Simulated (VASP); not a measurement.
Input of a VASP 6.6.1 run:

File INCAR:

```
SYSTEM = Al
PREC = Accurate ; ENCUT = 520
EDIFF = 1E-6 ; ISMEAR = 0
SIGMA = 0.1 ; LREAL = .FALSE.
LASPH = .TRUE. ; NELM = 60
ALGO = Normal ; ISIF = 2
LWAVE = .FALSE. ; LCHARG = .TRUE.
GGA = PE ; LELF = .TRUE.
LVHAR = .TRUE. ; NBANDS = 14
```

File KPOINTS:

```
Automatic mesh
0
G
  18 18 6
  0 0 0
```

The input POSCAR:

```
Al
1.0
    2.8388659354      0.0000000000      0.0000000000
   -1.4194329677      2.4585300180      0.0000000000
    0.0000000000      0.0000000000      9.4998784532
Al
4
Direct
    0.0000000000      0.0000000000      0.0000000000
    0.3333333300      0.6666666700      0.2500000000
    0.0000000000      0.0000000000      0.5000000000
    0.6666666700      0.3333333300      0.7500000000
```

Potentials or basis: VASP PAW PBE potentials, release 64 (Al).

Run with:

```bash
$ cat potpaw_PBE.64/Al/POTCAR > POTCAR
$ mpirun -np 1 vasp_std > vasp.out
```

**Question.** Estimate the band gap on the k mesh.

**Answer.** Zero (band 6 reaches 11.56 eV, above the bottom of band 7 at 6.47 eV).

**Question.** What does it give for the pressure?

**Answer.** -0.1 GPa.

Stress tensor (GPa, compression positive):
```
 0.59  0.00  0.00
 0.00  0.59  0.00
 0.00  0.00 -1.47
```

Caveat: the cell differs from its parent crystal (strained).
